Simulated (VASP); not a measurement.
# WC (Imm2) in VASP: single point with PBEsol

Aim: the single point of WC with PBEsol.

Program: VASP 6.6.1. These are calculated values, not measurements. Logs are shortened: lines on timing, memory, paths and dates and some standing lists are left out, and cuts for length are marked.

### Step 1. The cell of the first run

Symmetry: Imm2, No. 44, orthorhombic system. The conventional cell has a = 3.101 Å, b = 4.385 Å, c = 3.101 Å, α = 90.00°, β = 90.00°, γ = 90.00°. Within 2.8 Å of W (site symmetry mm2) lie 6 C at 2.15 to 2.24 Å. C (site symmetry mm2) has 6 W at 2.15 to 2.24 Å within 2.8 Å.

### Step 2. Single point, PBEsol

The input, INCAR:

```
SYSTEM = WC
ALGO     = Normal         ! electronic algorithm
EDIFF    = 1E-7           ! SCF threshold, eV
ENCUT    = 520            ! plane-wave cutoff, eV
GGA      = PS             ! functional
ISIF     = 2              ! what is computed and relaxed
ISMEAR   = 0              ! smearing method
LASPH    = .True.         ! aspherical terms in the spheres
LCHARG   = .False.        ! write CHGCAR
LREAL    = .False.        ! projectors in reciprocal space
LWAVE    = .False.        ! write WAVECAR
NBANDS   = 16             ! bands
NELM     = 80             ! most SCF steps
PREC     = Accurate       ! precision mode
SIGMA    = 0.15           ! smearing width, eV
```

The input, KPOINTS:

```
k-points
0
Gamma
  18 18 18
  0 0 0
```

The input, POSCAR:

```
WC
1.0
    0.0000000000      2.1926840000      2.1926840000
    2.1926840000      0.0000000000      2.1926840000
    2.1926840000      2.1926840000      0.0000000000
W C
1 1
Direct
   -0.0201552863      0.0000000000      0.0000000000
    0.5000000000      0.5000000000      0.5000000000
```

Potentials or basis: VASP PAW PBE potentials, release 64 (W_sv, C).

Run with:

```bash
$ cat potpaw_PBE.64/W_sv/POTCAR potpaw_PBE.64/C/POTCAR > POTCAR
$ mpirun -np 1 vasp_std > vasp.out
```

OUTCAR:

```text
SYSTEM = WC
   EDIFF = 1E-7
   ENCUT = 520
   GGA = PS
   ISIF = 2
   ISMEAR = 0
   LASPH = .True.
   LREAL = .False.
   NELM = 80
   PREC = Accurate

 ion  position               nearest neighbor table
   1  0.980  0.000  0.000-   2 2.15   2 2.15   2 2.19   2 2.19   2 2.24   2 2.24
   2  0.500  0.500  0.500-   1 2.15   1 2.15   1 2.19   1 2.19   1 2.24   1 2.24

  LATTYP: Found a face centered cubic cell.
 ALAT       =     4.3853680000

  Lattice vectors:

 A1 = (   0.0000000000,   2.1926840000,   2.1926840000)
 A2 = (   2.1926840000,   0.0000000000,   2.1926840000)
 A3 = (   2.1926840000,   2.1926840000,   0.0000000000)

Analysis of symmetry for initial positions (statically):
=====================================================================
 Subroutine PRICEL returns:
 Original cell was already a primitive cell.

 Routine SETGRP: Setting up the symmetry group for a
 face centered cubic supercell.

 Subroutine GETGRP returns: Found  4 space group operations
 (whereof  4 operations were pure point group operations)
 out of a pool of 48 trial point group operations.

The static configuration has the point symmetry C_2v.

Analysis of symmetry for dynamics (positions and initial velocities):
=====================================================================
 Subroutine PRICEL returns:
 Original cell was already a primitive cell.

 Routine SETGRP: Setting up the symmetry group for a
 face centered cubic supercell.

 Subroutine GETGRP returns: Found  4 space group operations
 (whereof  4 operations were pure point group operations)
 out of a pool of 48 trial point group operations.

The dynamic configuration has the point symmetry C_2v.

 Subroutine INISYM returns: Found  4 space group operations
 (whereof  4 operations are pure point group operations),
 and found     1 'primitive' translations

----------------------------------------------------------------------------------------

                                     Primitive cell

  volume of cell :      21.0842

  direct lattice vectors                    reciprocal lattice vectors
     0.000000000  2.192684000  2.192684000    -0.228031034  0.228031034  0.228031034
     2.192684000  0.000000000  2.192684000     0.228031034 -0.228031034  0.228031034
     2.192684000  2.192684000  0.000000000     0.228031034  0.228031034 -0.228031034

  length of vectors
     3.100923451  3.100923451  3.100923451     0.394961337  0.394961337  0.394961337

  position of ions in fractional coordinates (direct lattice)
     0.979844714  0.000000000  0.000000000
     0.500000000  0.500000000  0.500000000

  ion indices of the primitive-cell ions
   primitive index   ion index
                 1           1
                 2           2

----------------------------------------------------------------------------------------

 KPOINTS: k-points

Automatic generation of k-mesh.
 Grid dimensions read from file:
 generate k-points for:   18   18   18

 Generating k-lattice:

  Cartesian coordinates                     Fractional coordinates (reciprocal lattice)
    -0.012668391  0.012668391  0.012668391     0.055555556  0.000000000  0.000000000
     0.012668391 -0.012668391  0.012668391     0.000000000  0.055555556  0.000000000
     0.012668391  0.012668391 -0.012668391     0.000000000  0.000000000  0.055555556

  Length of vectors
     0.021942296  0.021942296  0.021942296

  Shift w.r.t. Gamma in fractional coordinates (k-lattice)
     0.000000000  0.000000000  0.000000000

 Subroutine IBZKPT returns following result:
 ===========================================

 Found    865 irreducible k-points:

 Following reciprocal coordinates:
            Coordinates               Weight
  0.000000  0.000000  0.000000      1.000000
  0.055556  0.000000  0.000000      4.000000
  0.000000  0.055556  0.000000      4.000000
  0.111111  0.000000  0.000000      4.000000
  0.000000  0.111111  0.000000      4.000000
  0.166667  0.000000  0.000000      4.000000
[... 16 lines left out ...]
  0.000000  0.111111  0.055556      4.000000
  0.055556  0.000000  0.111111      8.000000
 [... further k-points ...]
   k-points           NKPTS =    865   k-points in BZ     NKDIM =    865   number of bands    NBANDS=     16
   number of dos      NEDOS =    301   number of ions     NIONS =      2
   total plane-waves  NPLWV =  13824
   dimension x,y,z NGX =    24 NGY =   24 NGZ =   24
   dimension x,y,z NGXF=    48 NGYF=   48 NGZF=   48
   ions per type =               1   1
   NGX,Y,Z   is equivalent  to a cutoff of  12.87, 12.87, 12.87 a.u.
   NGXF,Y,Z  is equivalent  to a cutoff of  25.73, 25.73, 25.73 a.u.
 SYSTEM =  WC
   PREC   = accura    normal or accurate (medium, high low for compatibility)
   ISTART =      0    job   : 0-new  1-cont  2-samecut
   ICHARG =      2    charge: 1-file 2-atom 10-const
   ISPIN  =      1    spin polarized calculation?
   LNONCOLLINEAR =      F non collinear calculations
   LSORBIT =      F    spin-orbit coupling
   LASPH  =      T    aspherical Exc in radial PAW
   ENCUT  =  520.0 eV  38.22 Ry    6.18 a.u.   5.77  5.77  5.77*2*pi/ulx,y,z
   NELM   =     80;   NELMIN=  2; NELMDL= -5     # of ELM steps
   EDIFF  = 0.1E-06   stopping-criterion for ELM
   LREAL  =      F    real-space projection
   EDIFFG = 0.1E-05   stopping-criterion for IOM
   NSW    =      0    number of steps for IOM
   IBRION =     -1    ionic relax: 0-MD 1-quasi-New 2-CG
   NFREE  =      0    steps in history (QN), initial steepest desc. (CG)
   ISIF   =      2    stress and relaxation
   ISYM   =      2    0-nonsym 1-usesym 2-fastsym
   POTIM  = 0.5000    time-step for ionic-motion
   TEBEG  =    0.0;   TEEND  =   0.0 temperature during run
   PSTRESS=    0.0 pullay stress
   NELECT =      18.0000    total number of electrons
   NUPDOWN=      -1.0000    fix difference up-down
   EMIN   =  10.00;   EMAX   =-10.00  energy-range for DOS
   EFERMI =   0.00;   METHOD = LEGACY
   ISMEAR =     0;   SIGMA  =   0.15  broadening in eV -4-tet -1-fermi 0-gaus
   EFERMI_NEDOS =   21; number of points for ismear=-14 and -15
   IALGO  =     38    algorithm
   IMIX   =      4    mixing-type and parameters
     AMIX     =   0.40;   BMIX     =  1.00
     AMIX_MAG =   1.60;   BMIX_MAG =  1.00
  volume/ion in A,a.u.               =      10.54        71.14
  Fermi-wavevector in a.u.,A,eV,Ry     =   1.553029  2.934800 32.815887  2.411900
  Thomas-Fermi vector in A             =   2.657319
   LORBIT       =      0    0 simple, 1 ext, 2 COOP (PROOUT), +10 PAW based schemes
   GGA     = PS    functional components
   LHFCALC =     F    Hartree Fock is set to
   AEXX    =    0.0000 exact exchange contribution
   IVDW    =     0    specifies the selected vdW correction
   LEPSILON=     F    determine dielectric tensor
   LRPA    =     F    only Hartree local field effects (RPA)
 non-spin polarized calculation
 Gauss-broadening in eV      SIGMA  =   0.15
  energy-cutoff  :      520.00
  volume of cell :       21.08
 maximum number of plane-waves:       588
   NGX = 11   NGY = 11   NGZ = 11

 number of electron      18.0000001 magnetization

 Free energy of the ion-electron system (eV)
  ---------------------------------------------------
  ext. energy  EPLUGINS =         0.00000000
  ---------------------------------------------------
  free energy    TOTEN  =       -22.97827809 eV

  energy without entropy =      -22.96971216  energy(sigma->0) =      -22.97399513

 E-fermi :  12.2246     XC(G=0): -13.8405

 val. band max:       12.2221059414   @ k =   0.0000   0.1111   0.1111
 cond. band min:      12.2286475960   @ k =  -0.2778   0.2778   0.0000
 fundamental gap:      0.0065416546
 Fermi energy:        12.2246122537

 k-point     1 :       0.0000    0.0000    0.0000
  band No.  band energies     occupation
      1     -63.1194      2.00000
      2     -27.1183      2.00000
      3     -27.1173      2.00000
      4     -27.1162      2.00000
      5      -3.5255      2.00000
      6       9.3806      2.00000
[... 8 lines left out ...]
     15      21.8670      0.00000
     16      35.4374      0.00000

 k-point     2 :       0.0556    0.0000    0.0000
  band No.  band energies     occupation
      1     -63.1183      2.00000
      2     -27.1356      2.00000
      3     -27.1203      2.00000
      4     -27.1185      2.00000
      5      -3.4382      2.00000
      6       9.0504      2.00000
[... 8 lines left out ...]
     15      22.0750      0.00000
     16      34.3271      0.00000

 k-point     3 :       0.0000    0.0556    0.0000
  band No.  band energies     occupation
      1     -63.1183      2.00000
      2     -27.1364      2.00000
      3     -27.1193      2.00000
      4     -27.1188      2.00000
      5      -3.4380      2.00000
      6       9.0312      2.00000
[... 8 lines left out ...]
     15      22.0748      0.00000
     16      34.3486      0.00000

 k-point     4 :       0.1111    0.0000    0.0000
  band No.  band energies     occupation
      1     -63.1151      2.00000
      2     -27.1889      2.00000
      3     -27.1261      2.00000
      4     -27.1243      2.00000
      5      -3.1809      2.00000
      6       8.3288      2.00000
[... 8 lines left out ...]
     15      22.6568      0.00000
     16      32.4432      0.00000
[... 324 lines left out ...]
 k-point    22 :       0.1111    0.0556    0.0000
  band No.  band energies     occupation
      1     -63.1155      2.00000
      2     -27.1743      2.00000
      3     -27.1315      2.00000
      4     -27.1269      2.00000
      5      -3.2111      2.00000
      6       8.4417      2.00000
[... 8 lines left out ...]
     15      22.6036      0.00000
     16      32.7255      0.00000

 k-point    23 :       0.0000    0.1111    0.0556
  band No.  band energies     occupation
      1     -63.1155      2.00000
      2     -27.1741      2.00000
      3     -27.1316      2.00000
      4     -27.1270      2.00000
      5      -3.2111      2.00000
      6       8.3793      2.00000
[... 8 lines left out ...]
     15      22.6034      0.00000
     16      32.7412      0.00000

 k-point    24 :       0.0556    0.0000    0.1111
  band No.  band energies     occupation
      1     -63.1155      2.00000
      2     -27.1751      2.00000
      3     -27.1314      2.00000
      4     -27.1263      2.00000
      5      -3.2107      2.00000
      6       8.3993      2.00000
[... 8 lines left out ...]
     15      22.6032      0.00000
     16      32.7308      0.00000

 [... further k-points ...]
[... 5 lines left out ...]
  --------------------------------------------------------------------------------------
  -------------------------------------------------------------------------------------
  Total       -1.2139973     -1.0743106     -1.0743106      0.0000000     -0.0034072      0.0000000
  in kB      -92.2508079    -81.6361111    -81.6361111      0.0000000     -0.2589075      0.0000000
  external PRESSURE =     -85.1743433 kB  Pullay stress =       0.0000000 kB

 VOLUME and BASIS-vectors are now :
 -----------------------------------------------------------------------------
  energy-cutoff  :      520.00
  volume of cell :       21.08
      direct lattice vectors                 reciprocal lattice vectors
     0.000000000  2.192684000  2.192684000    -0.228031034  0.228031034  0.228031034
     2.192684000  0.000000000  2.192684000     0.228031034 -0.228031034  0.228031034
     2.192684000  2.192684000  0.000000000     0.228031034  0.228031034 -0.228031034

 POSITION                                       TOTAL-FORCE (eV/Angst)
 -----------------------------------------------------------------------------------
      0.00000      2.14849      2.14849        -0.000000      0.281003      0.281003
      2.19268      2.19268      2.19268         0.000000     -0.281003     -0.281003
 -----------------------------------------------------------------------------------
    total drift:                                0.000000      0.000022      0.000022

  FREE ENERGIE OF THE ION-ELECTRON SYSTEM (eV)
  ---------------------------------------------------
  free  energy   TOTEN  =       -22.9782780915 eV

  energy  without entropy=      -22.9697121610  energy(sigma->0) =      -22.97399513
```

Run time: 69 s. Hardware: 1 thread of Intel Xeon 6975P-C (Granite Rapids), shared host; peak memory 0.38 GiB.

Results:

```yaml
Free_energy: -22.9783 eV
Pressure: -8.5 GPa
Largest_force: 0.397 eV/Å
Band_gap_on_the_k_mesh: zero (band 9 reaches 13.29 eV, above the bottom of band 10 at 10.15 eV)
```

Forces on the atoms (eV/Å):
```
W    0.000  0.281  0.281
C    0.000 -0.281 -0.281
```

Stress tensor (GPa, compression positive):
```
-9.23  0.00  0.00
 0.00 -8.16 -0.03
 0.00 -0.03 -8.16
```

Levels at points of the mesh, in eV from the Fermi level:
| k point | band 6 | band 7 | band 8 | band 9 | band 10 | band 11 | band 12 | band 13 |
| --- | --- | --- | --- | --- | --- | --- | --- | --- |
| (0.00, 0.00, 0.00) | -2.84 | -2.84 | -2.74 | -1.53 | -1.22 | -0.88 | -0.59 | -0.40 |
| (0.50, 0.00, 0.00) | -9.76 | -6.56 | -6.54 | 1.07 | 1.08 | 2.36 | 4.91 | 8.82 |
| (0.00, 0.50, 0.00) | -9.78 | -6.54 | -6.52 | 1.06 | 1.07 | 2.35 | 4.85 | 8.73 |
| (0.50, 0.50, 0.00) | -5.80 | -5.55 | -2.47 | -2.41 | 0.90 | 2.30 | 2.30 | 5.39 |
| (0.00, 0.50, 0.50) | -5.83 | -5.56 | -2.49 | -2.36 | 0.93 | 2.30 | 2.30 | 5.45 |

Caveat: the cell differs from its parent crystal (all W atoms moved +0.062 Å, as atom 1 towards its neighbour atom 1 (W) at 3.101 Å); the PAW data sets were made with another functional, which shifts forces and pressure a little; spin-orbit coupling is left out, which moves the levels of the heavy elements.
